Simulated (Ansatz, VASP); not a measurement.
CoO: VASP beside Ansatz

The input INCAR:

```
  ALGO = Normal
  EDIFF = 1E-6
  ENCUT = 520
  GGA = PE
  ISIF = 2
  ISMEAR = -1
  ISPIN = 2
  LASPH = True
  LCHARG = False
  LMAXMIX = 4
  LORBIT = 11
  LREAL = False
  LWAVE = False
  MAGMOM = 2 0
  NBANDS = 18
  NELM = 150
  PREC = Accurate
  SIGMA = 0.05
```

File KPOINTS:

```
k-points
0
Gamma
  11 11 10
```

POSCAR

```
CoO
1.0
    2.8284500000      0.0000000000      0.0000000000
   -1.4142300000      2.4495100000      0.0000000000
    0.0000000000      0.0000000000      2.7217200000
Co O
1 1
Direct
    0.0326350000      0.0325580000      0.5050160000
    0.6565580000      0.3317920000     -0.0039670000
```

Contents of input.yaml:

```yaml
crystal:
  lattice:
    - [2.82845, 0.0, 0.0]
    - [-1.41423, 2.44951, 0.0]
    - [0.0, 0.0, 2.72172]
  atoms:
    - { symbol: Co, position: [0.032635, 0.032558, 0.505016], spin: 2.0 }
    - { symbol: O, position: [0.656558, 0.331792, -0.003967] }
kpoints:
  mp_grid: { grid: [11, 11, 10] }
scf:
  occupations: { method: fermi_dirac, width: 0.05 }
hamiltonian:
  xc: pbe
  pseudopotentials: { kind: all_electron, lapw: { basis_error: 0.001 } }
magnetization:
  spin_polarized: true
output:
  forces: true
  stress: true
  eigenvalues: true
  populations: true
```

Change from the starting cell: atoms moved at random, drawn with an rms of 0.05 Å.

Alike in both runs: task single point; functional PBE; k mesh 11 × 11 × 10; occupations fermi-dirac, width 0.05 eV; collinear spin.

```csv
,VASP,Ansatz
version,VASP 6.6.1,Ansatz 0.2.0
potentials or method,"VASP PAW PBE potentials, release 64 (Co, O), cutoff 520 eV","all-electron LAPW, scalar-relativistic"
```

Ansatz gave:

| Item | Value |
| --- | --- |
| gap on the k mesh at the Fermi level (eV) | none |
| pressure (GPa) | 1.5 |
| traceless stress, the component that is largest in VASP (GPa) | 0.57 |
| rms of the force components (eV/Å) | 0.214 |
| net moment per atom (μB) | 1.50 |
| size of the moment on the site where the two differ most (μB) | 2.57 |

Which values does VASP return?

gap on the k mesh at the Fermi level (eV): none; pressure (GPa): 0.8; traceless stress, the component that is largest in VASP (GPa): 0.68; rms of the force components (eV/Å): 0.220; net moment per atom (μB): 1.50; size of the moment on the site where the two differ most (μB): 2.55.

Site moments also hang on the region over which each program counts them. Atom by atom the forces differ by 0.007 eV/Å (rms over components). A gap of «none» marks a metal or a gap that the smearing closes. Ansatz ran all-electron here, and VASP with PAW potentials.
